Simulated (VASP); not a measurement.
# Cu6N in VASP: further runs

Runs on Cu6N. Level: PBE+D3(BJ). Tasks: single point.

All numbers are computed with VASP 6.6.1; they aren't measurements. Logs are shortened: lines on timing, memory, paths and dates and some standing lists are left out, and cuts for length are marked.

## Step 1: The cell of the first run

The cell holds a slab with vacuum, 14 atoms: a = 5.039 Å, b = 5.039 Å, c = 22.822 Å, α = 90.00°, β = 90.00°, γ = 120.00°.

## Step 2: Single point, PBE+D3(BJ)

Input file INCAR:

```
SYSTEM = Cu6N
ALGO = Normal
DIPOL = 0.5 0.5 0.301
EDIFF = 1E-7
ENCUT = 520
GGA = PE
IDIPOL = 3
ISIF = 2
ISMEAR = 0
IVDW = 12
LASPH = .True.
LCHARG = .True.
LDIPOL = .True.
LELF = .True.
LREAL = .False.
LVACPOTAV = .True.
LVHAR = .True.
LWAVE = .False.
NBANDS = 84
NELM = 100
PREC = Accurate
SIGMA = 0.1
```

Input file KPOINTS:

```
k-points
0
Gamma
  6 6 1
  0 0 0
```

Input file POSCAR:

```
Cu6N
1.0
    5.0393684011      0.0000000000      0.0000000000
   -2.5196842005      4.3642210544      0.0000000000
    0.0000000000      0.0000000000     22.8221943999
Cu N
12 2
Direct
    0.3333333333      0.1666666667      0.1752679839
    0.3333333333      0.6666666667      0.1752679839
    0.8333333333      0.1666666667      0.1752679839
    0.8333333333      0.6666666667      0.1752679839
    0.1666666667      0.3333333333      0.2655783499
    0.1666666667      0.8333333333      0.2655783499
    0.6666666667      0.3333333333      0.2655783499
    0.6666666667      0.8333333333      0.2655783499
    0.0000000000      0.0000000000      0.3558901593
    0.0000000000      0.5000000000      0.3558901593
    0.5000000000      0.0000000000      0.3558901593
    0.5000000000      0.5000000000      0.3558901593
    0.0000000000      0.0000000000      0.4873411472
    0.0000000000      0.0000000000      0.5355398427
```

Potentials or basis: VASP PAW PBE potentials, release 64 (Cu, N).

Run with:

```console
$ cat potpaw_PBE.64/Cu/POTCAR potpaw_PBE.64/N/POTCAR > POTCAR
$ mpirun -np 1 vasp_std > vasp.out
```

OUTCAR:

```text
SYSTEM = Cu6N
   EDIFF = 1E-7
   ENCUT = 520
   GGA = PE
   ISIF = 2
   ISMEAR = 0
   IVDW = 12
   LASPH = .True.
   LREAL = .False.
   NELM = 100
   PREC = Accurate
 IVDW          = 12

 ion  position               nearest neighbor table
   1  0.333  0.167  0.175-   2 2.52   2 2.52   3 2.52   3 2.52   4 2.52   4 2.52   5 2.52   6 2.52
                             7 2.52
   2  0.333  0.667  0.175-   1 2.52   1 2.52   4 2.52   4 2.52   3 2.52   3 2.52   6 2.52   5 2.52
                             8 2.52
   3  0.833  0.167  0.175-   4 2.52   4 2.52   1 2.52   1 2.52   2 2.52   2 2.52   7 2.52   8 2.52
                             5 2.52
   4  0.833  0.667  0.175-   3 2.52   3 2.52   2 2.52   2 2.52   1 2.52   1 2.52   8 2.52   7 2.52
                             6 2.52
   5  0.167  0.333  0.266-   6 2.52   6 2.52   7 2.52   7 2.52   8 2.52   8 2.52   1 2.52   2 2.52
                             3 2.52   9 2.52  12 2.52  10 2.52
   6  0.167  0.833  0.266-   5 2.52   5 2.52   8 2.52   8 2.52   7 2.52   7 2.52   2 2.52   1 2.52
                             4 2.52  10 2.52  11 2.52   9 2.52
   7  0.667  0.333  0.266-   8 2.52   8 2.52   5 2.52   5 2.52   6 2.52   6 2.52   3 2.52   4 2.52
                             1 2.52  11 2.52  10 2.52  12 2.52
   8  0.667  0.833  0.266-   7 2.52   7 2.52   6 2.52   6 2.52   5 2.52   5 2.52   4 2.52   3 2.52
                             2 2.52  12 2.52   9 2.52  11 2.52
   9  0.000  0.000  0.356-  10 2.52  10 2.52  11 2.52  11 2.52  12 2.52  12 2.52   5 2.52   8 2.52
                             6 2.52
  10  0.000  0.500  0.356-   9 2.52   9 2.52  12 2.52  12 2.52  11 2.52  11 2.52   6 2.52   7 2.52
                             5 2.52
  11  0.500  0.000  0.356-  12 2.52  12 2.52   9 2.52   9 2.52  10 2.52  10 2.52   7 2.52   6 2.52
                             8 2.52
  12  0.500  0.500  0.356-  11 2.52  11 2.52  10 2.52  10 2.52   9 2.52   9 2.52   8 2.52   5 2.52
                             7 2.52
  13  0.000  0.000  0.487-  14 1.10
  14  0.000  0.000  0.536-  13 1.10

  LATTYP: Found a hexagonal cell.
 ALAT       =     5.0393684011
 C/A-ratio  =     4.5287807089

  Lattice vectors:

 A1 = (   5.0393684011,   0.0000000000,   0.0000000000)
 A2 = (  -2.5196842005,   4.3642210544,   0.0000000000)
 A3 = (   0.0000000000,   0.0000000000,  22.8221943999)

Analysis of symmetry for initial positions (statically):
=====================================================================
 Subroutine PRICEL returns:
 Original cell was already a primitive cell.

 Routine SETGRP: Setting up the symmetry group for a
 hexagonal supercell.

 Subroutine GETGRP returns: Found  6 space group operations
 (whereof  6 operations were pure point group operations)
 out of a pool of 24 trial point group operations.

The static configuration has the point symmetry C_3v.

Analysis of symmetry for dynamics (positions and initial velocities):
=====================================================================
 Subroutine PRICEL returns:
 Original cell was already a primitive cell.

 Routine SETGRP: Setting up the symmetry group for a
 hexagonal supercell.

 Subroutine GETGRP returns: Found  6 space group operations
 (whereof  6 operations were pure point group operations)
 out of a pool of 24 trial point group operations.

The dynamic configuration has the point symmetry C_3v.

 Subroutine INISYM returns: Found  6 space group operations
 (whereof  6 operations are pure point group operations),
 and found     1 'primitive' translations

----------------------------------------------------------------------------------------

                                     Primitive cell

  volume of cell :     501.9266

  direct lattice vectors                    reciprocal lattice vectors
     5.039368401  0.000000000  0.000000000     0.198437566  0.114567982  0.000000000
    -2.519684200  4.364221054  0.000000000     0.000000000  0.229135964  0.000000000
     0.000000000  0.000000000 22.822194400     0.000000000  0.000000000  0.043816996

  length of vectors
     5.039368401  5.039368401 22.822194400     0.229135964  0.229135964  0.043816996

  position of ions in fractional coordinates (direct lattice)
     0.333333333  0.166666667  0.175267984
     0.333333333  0.666666667  0.175267984
     0.833333333  0.166666667  0.175267984
     0.833333333  0.666666667  0.175267984
     0.166666667  0.333333333  0.265578350
     0.166666667  0.833333333  0.265578350
     0.666666667  0.333333333  0.265578350
     0.666666667  0.833333333  0.265578350
     0.000000000  0.000000000  0.355890159
     0.000000000  0.500000000  0.355890159
     0.500000000  0.000000000  0.355890159
     0.500000000  0.500000000  0.355890159
     0.000000000  0.000000000  0.487341147
     0.000000000  0.000000000  0.535539843

  ion indices of the primitive-cell ions
   primitive index   ion index
                 1           1
                 2           2
                 3           3
                 4           4
                 5           5
                 6           6
                 7           7
                 8           8
                 9           9
                10          10
                11          11
                12          12
                13          13
                14          14

----------------------------------------------------------------------------------------

 KPOINTS: k-points

Automatic generation of k-mesh.
 Grid dimensions read from file:
 generate k-points for:    6    6    1

 Generating k-lattice:

  Cartesian coordinates                     Fractional coordinates (reciprocal lattice)
     0.033072928  0.019094664  0.000000000     0.166666667  0.000000000  0.000000000
     0.000000000  0.038189327  0.000000000     0.000000000  0.166666667  0.000000000
     0.000000000  0.000000000  0.043816996     0.000000000  0.000000000  1.000000000

  Length of vectors
     0.038189327  0.038189327  0.043816996

  Shift w.r.t. Gamma in fractional coordinates (k-lattice)
     0.000000000  0.000000000  0.000000000

 Subroutine IBZKPT returns following result:
 ===========================================

 Found      7 irreducible k-points:

 Following reciprocal coordinates:
            Coordinates               Weight
  0.000000  0.000000  0.000000      1.000000
[... 13 lines left out ...]
   NGXF,Y,Z  is equivalent  to a cutoff of  26.39, 26.39, 26.22 a.u.
 SYSTEM =  Cu6N
   PREC   = accura    normal or accurate (medium, high low for compatibility)
   ISTART =      0    job   : 0-new  1-cont  2-samecut
   ICHARG =      2    charge: 1-file 2-atom 10-const
   ISPIN  =      1    spin polarized calculation?
   LNONCOLLINEAR =      F non collinear calculations
   LSORBIT =      F    spin-orbit coupling
   LASPH  =      T    aspherical Exc in radial PAW
   ENCUT  =  520.0 eV  38.22 Ry    6.18 a.u.   9.37  9.37 42.43*2*pi/ulx,y,z
   NELM   =    100;   NELMIN=  2; NELMDL= -5     # of ELM steps
   EDIFF  = 0.1E-06   stopping-criterion for ELM
   LREAL  =      F    real-space projection
   EDIFFG = 0.1E-05   stopping-criterion for IOM
   NSW    =      0    number of steps for IOM
   IBRION =     -1    ionic relax: 0-MD 1-quasi-New 2-CG
   NFREE  =      0    steps in history (QN), initial steepest desc. (CG)
   ISIF   =      2    stress and relaxation
   ISYM   =      2    0-nonsym 1-usesym 2-fastsym
   POTIM  = 0.5000    time-step for ionic-motion
   TEBEG  =    0.0;   TEEND  =   0.0 temperature during run
   PSTRESS=    0.0 pullay stress
   NELECT =     142.0000    total number of electrons
   NUPDOWN=      -1.0000    fix difference up-down
   EMIN   =  10.00;   EMAX   =-10.00  energy-range for DOS
   EFERMI =   0.00;   METHOD = LEGACY
   ISMEAR =     0;   SIGMA  =   0.10  broadening in eV -4-tet -1-fermi 0-gaus
   EFERMI_NEDOS =   21; number of points for ismear=-14 and -15
   IALGO  =     38    algorithm
   IMIX   =      4    mixing-type and parameters
     AMIX     =   0.40;   BMIX     =  1.00
     AMIX_MAG =   1.60;   BMIX_MAG =  1.00
  volume/ion in A,a.u.               =      35.85       241.94
  Fermi-wavevector in a.u.,A,eV,Ry     =   1.074709  2.030905 15.714720  1.154999
  Thomas-Fermi vector in A             =   2.210545
   LORBIT       =      0    0 simple, 1 ext, 2 COOP (PROOUT), +10 PAW based schemes
   GGA     = PE    functional components
   LHFCALC =     F    Hartree Fock is set to
   AEXX    =    0.0000 exact exchange contribution
   IVDW    =    12    specifies the selected vdW correction
   LEPSILON=     F    determine dielectric tensor
   LRPA    =     F    only Hartree local field effects (RPA)
 non-spin polarized calculation
 Gauss-broadening in eV      SIGMA  =   0.10
  energy-cutoff  :      520.00
  volume of cell :      501.93
 maximum number of plane-waves:     13597
 NGX is ok and might be reduce to    40
   NGX = 19   NGY = 19   NGZ = 85

 dipolmoment           0.000000      0.000000      0.020494 electrons x Angstroem

 number of electron     141.9999968 magnetization

 dipolmoment           0.000000      0.000000     -0.029742 electrons x Angstroem

 Free energy of the ion-electron system (eV)
  ---------------------------------------------------
  ext. energy  EPLUGINS =         0.00000000
  ---------------------------------------------------
  free energy    TOTEN  =       -57.51442653 eV

  energy without entropy =      -57.43889935  energy(sigma->0) =      -57.47666294

 E-fermi :  -0.8076     XC(G=0):  -4.9410

 val. band max:       -0.8343790062   @ k =   0.1667   0.0000   0.0000
 cond. band min:      -0.7980313586   @ k =   0.1667   0.0000   0.0000
 fundamental gap:      0.0363476476
 Fermi energy:        -0.8075821488

 k-point     1 :       0.0000    0.0000    0.0000
  band No.  band energies     occupation
      1     -24.9019      2.00000
      2     -10.0536      2.00000
      3      -9.6781      2.00000
      4      -8.1301      2.00000
      5      -8.1301      2.00000
      6      -7.6638      2.00000
[... 75 lines left out ...]
     82       3.6547      0.00000
     83       3.8728      0.00000

 k-point     2 :       0.1667    0.0000    0.0000
  band No.  band energies     occupation
      1     -24.9016      2.00000
      2     -10.0436      2.00000
      3      -9.4569      2.00000
      4      -8.1455      2.00000
      5      -8.1335      2.00000
      6      -7.4589      2.00000
[... 75 lines left out ...]
     82       3.8692      0.00000
     83       4.1270      0.00000
[... 342 lines left out ...]
     82       4.3005      0.00000
     83       4.6178      0.00000

 k-point     7 :       0.3333    0.3333    0.0000
  band No.  band energies     occupation
      1     -24.9005      2.00000
      2     -10.0230      2.00000
      3      -8.1711      2.00000
      4      -8.1711      2.00000
      5      -7.2374      2.00000
      6      -7.2238      2.00000
[... 75 lines left out ...]
     82       3.5143      0.00000
     83       4.1336      0.00000
 [bands above 83 left out]

------------------------ aborting loop because EDIFF is reached ----------------------------------------

 Edisp (eV)   -4.92758

 E8    (eV) :    -2.1897

  FORCE on cell =-STRESS in cart. coord.  units (eV):
  Direction    XX          YY          ZZ          XY          YZ          ZX
  --------------------------------------------------------------------------------------
  -------------------------------------------------------------------------------------
  Total      -3.03860    -3.03860     2.92199    -0.00000    -0.00000     0.00000
  in kB      -9.69938    -9.69938     9.32714    -0.00000    -0.00000     0.00000
  external pressure =       -3.36 kB  Pullay stress =        0.00 kB

 VOLUME and BASIS-vectors are now :
 -----------------------------------------------------------------------------
  energy-cutoff  :      520.00
  volume of cell :      501.93
      direct lattice vectors                 reciprocal lattice vectors
     5.039368401  0.000000000  0.000000000     0.198437566  0.114567982  0.000000000
    -2.519684200  4.364221054  0.000000000     0.000000000  0.229135964  0.000000000
     0.000000000  0.000000000 22.822194400     0.000000000  0.000000000  0.043816996

 POSITION                                       TOTAL-FORCE (eV/Angst)
 -----------------------------------------------------------------------------------
      1.25984      0.72737      4.00000         0.003075      0.001776     -0.042460
     -0.00000      2.90948      4.00000         0.000000      0.000000     -0.024281
      3.77953      0.72737      4.00000        -0.003075      0.001776     -0.042460
      2.51968      2.90948      4.00000        -0.000000     -0.003551     -0.042460
      0.00000      1.45474      6.06108        -0.000000     -0.013882      0.002287
     -1.25984      3.63685      6.06108        -0.012022      0.006941      0.002287
      2.51968      1.45474      6.06108         0.000000      0.000000      0.002111
      1.25984      3.63685      6.06108         0.012022      0.006941      0.002287
      0.00000      0.00000      8.12219         0.000000      0.000000      0.063111
     -1.25984      2.18211      8.12219        -0.002554     -0.001474      0.015296
      2.51968      0.00000      8.12219         0.000000      0.002949      0.015296
      1.25984      2.18211      8.12219         0.002554     -0.001474      0.015296
      0.00000      0.00000     11.12219         0.000000      0.000000     -2.164451
      0.00000      0.00000     12.22219         0.000000      0.000000      2.198138
 -----------------------------------------------------------------------------------
    total drift:                               -0.000001     -0.000001      0.006591

  FREE ENERGIE OF THE ION-ELECTRON SYSTEM (eV)
  ---------------------------------------------------
  free  energy   TOTEN  =       -62.4420075937 eV

  energy  without entropy=      -62.3664804150  energy(sigma->0) =      -62.40424400

 vacuum level on the upper side and lower side of the slab         3.736         3.980
```

It took 9 min on 1 thread of Intel Xeon 6975P-C (Granite Rapids), shared host; peak memory 0.67 GiB.

What came out:

```yaml
Free_energy: -62.4420 eV
Largest_force: 2.198 eV/Å
Band_gap_on_the_k_mesh: zero (bands 71 and 72 overlap by 0.40 eV)
Dispersion_energy_per_atom: -0.352 eV
```

Forces on the atoms (eV/Å):
```
Cu   0.003  0.002 -0.042
Cu   0.000  0.000 -0.024
Cu  -0.003  0.002 -0.042
Cu   0.000 -0.004 -0.042
Cu   0.000 -0.014  0.002
Cu  -0.012  0.007  0.002
Cu   0.000  0.000  0.002
Cu   0.012  0.007  0.002
Cu   0.000  0.000  0.063
Cu  -0.003 -0.001  0.015
Cu   0.000  0.003  0.015
Cu   0.003 -0.001  0.015
N    0.000  0.000 -2.164
N    0.000  0.000  2.198
```

Levels at points of the mesh, in eV from the Fermi level:
| k point | band 68 | band 69 | band 70 | band 71 | band 72 | band 73 |
| --- | --- | --- | --- | --- | --- | --- |
| (0.00, 0.00, 0.00) | -1.33 | -0.05 | 0.02 | 0.02 | 0.03 | 1.19 |
| (0.50, 0.00, 0.00) | -1.54 | -1.53 | 0.04 | 0.04 | 0.26 | 0.38 |

Caveat: the standard files for N, O and F lose accuracy on very short bonds. With open d or f shells a metallic result of PBE can be an artefact of self-interaction; +U or a hybrid may open a gap.

## Step 3: Single point, PBE+D3(BJ)

Input file INCAR:

```
SYSTEM = Cu6N
  PREC = Accurate
  ENCUT = 520
  EDIFF = 1E-6
  ISMEAR = 0
  SIGMA = 0.1
  LREAL = .FALSE.
  LASPH = .TRUE.
  NELM = 100
  ALGO = Normal
  ISIF = 2
  LWAVE = .FALSE.
  LCHARG = .FALSE.
  LDIPOL = .TRUE.
  IDIPOL = 3
  DIPOL = 0.5 0.5 0.301
  GGA = PE
  IVDW = 12
  NBANDS = 84
```

Input file KPOINTS:

```
regular mesh
0
G
  6 6 1
  0 0 0
```

POSCAR, as its differences from that of step 2:

```diff
@@ -20,3 +20,3 @@
     0.5000000000      0.5000000000      0.3558901593
-    0.0000000000      0.0000000000      0.4873411472
-    0.0000000000      0.0000000000      0.5355398427
+    0.1666666667      0.3333333333      0.4873411472
+    0.1666666667      0.3333333333      0.5355398427
```

Potentials or basis: VASP PAW PBE potentials, release 64 (Cu, N).

Run with:

```console
$ cat potpaw_PBE.64/Cu/POTCAR potpaw_PBE.64/N/POTCAR > POTCAR
$ mpirun -np 1 vasp_std > vasp.out
```

Wall time 8.4 min (1 thread of Intel Xeon 6975P-C (Granite Rapids), shared host); peak memory 0.67 GiB.

It converged, with:

```yaml
Free_energy: -62.4255 eV
Largest_force: 2.215 eV/Å
Band_gap_on_the_k_mesh: zero (bands 71 and 72 overlap by 0.40 eV)
Dispersion_energy_per_atom: -0.352 eV
```

Forces on the atoms (eV/Å):
```
Cu   0.003 -0.002 -0.045
Cu   0.000  0.004 -0.045
Cu  -0.003 -0.002 -0.045
Cu   0.000  0.000 -0.030
Cu   0.000  0.000  0.001
Cu   0.002  0.001  0.001
Cu   0.000 -0.002  0.001
Cu  -0.002  0.001  0.001
Cu   0.000 -0.043  0.018
Cu  -0.037  0.021  0.018
Cu   0.000  0.000  0.018
Cu   0.037  0.021  0.018
N    0.000  0.000 -2.127
N    0.000  0.000  2.215
```

Levels at points of the mesh, in eV from the Fermi level:
```csv
k point,band 67,band 68,band 69,band 70,band 71,band 72,band 73,band 74
"(0.00, 0.00, 0.00)",-1.34,-1.34,-0.07,0.03,0.03,0.05,1.20,1.20
"(0.50, 0.00, 0.00)",-1.62,-1.54,-1.54,0.04,0.04,0.26,0.38,1.20
```

Caveat: the standard files for N, O and F lose accuracy on very short bonds. With open d or f shells a metallic result of PBE can be an artefact of self-interaction; +U or a hybrid may open a gap.

## Step 4: Single point, PBE+D3(BJ)

Input file INCAR:

```
ALGO = Normal
DIPOL = 0.5 0.5 0.301
EDIFF = 1E-6
ENCUT = 520
GGA = PE
IDIPOL = 3
ISIF = 2
ISMEAR = 0
IVDW = 12
LASPH = True
LCHARG = False
LDIPOL = True
LREAL = False
LWAVE = False
NBANDS = 84
NELM = 100
PREC = Accurate
SIGMA = 0.1
```

Input file KPOINTS:

```
k-points
0
Gamma
  6 6 1
```

POSCAR, as its differences from that of step 3:

```diff
@@ -20,3 +20,3 @@
     0.5000000000      0.5000000000      0.3558901593
-    0.1666666667      0.3333333333      0.4873411472
-    0.1666666667      0.3333333333      0.5355398427
+    0.3333333333      0.1666666667      0.4873411472
+    0.3333333333      0.1666666667      0.5355398427
```

Run with:

```console
$ cat potpaw_PBE.64/Cu/POTCAR potpaw_PBE.64/N/POTCAR > POTCAR
$ mpirun -np 1 vasp_std > vasp.out
```

It took 7.8 min on 1 thread of Intel Xeon 6975P-C (Granite Rapids), shared host; peak memory 0.67 GiB.

The run converged. Its results:

| Item | Value |
| --- | --- |
| Free energy | -62.4257 eV |
| Largest force | 2.217 eV/Å |
| Band gap on the k mesh | zero (bands 71 and 72 overlap by 0.40 eV) |
| Dispersion energy per atom | -0.352 eV |

Forces on the atoms (eV/Å):
```
Cu   0.000  0.000 -0.060
Cu   0.001  0.001 -0.034
Cu   0.000 -0.002 -0.034
Cu  -0.001  0.001 -0.034
Cu   0.012 -0.007  0.003
Cu   0.000  0.013  0.003
Cu  -0.012 -0.007  0.003
Cu   0.000  0.000 -0.006
Cu  -0.034 -0.020  0.011
Cu   0.000  0.000  0.037
Cu   0.034 -0.020  0.011
Cu   0.000  0.039  0.011
N    0.000  0.000 -2.128
N    0.000  0.000  2.217
```

Levels at points of the mesh, in eV from the Fermi level:
```
           k point  band 66  band 67  band 68  band 69  band 70  band 71  band 72  band 73  band 74  band 75
(0.00, 0.00, 0.00)    -1.34    -1.34    -1.34    -0.06     0.02     0.02     0.04     1.21     1.21     1.22
(0.50, 0.00, 0.00)    -1.62    -1.62    -1.54    -1.54     0.04     0.05     0.26     0.38     1.20     1.24
```

Caveat: the standard files for N, O and F lose accuracy on very short bonds. With open d or f shells a metallic result of PBE can be an artefact of self-interaction; +U or a hybrid may open a gap.

## Step 5: Summary

```tsv
cell	gap on the mesh (eV)	largest force (eV/Å)
as given, atomic positions A	none	2.20
as given, atomic positions B	none	2.22
as given, atomic positions C	none	2.22
```

Alike in all rows: task single point; level PBE+D3(BJ); potentials or basis VASP PAW PBE potentials, release 64 (Cu, N); no spin polarisation; k mesh 6 × 6 × 1; cutoff (eV) 520; smearing gaussian 0.1 eV.

Caveats: the standard files for N, O and F lose accuracy on very short bonds.

Absolute energies hang on the potentials; compare differences alone.

The gap in the log of VASP goes by the Fermi energy; the results here count the filled bands.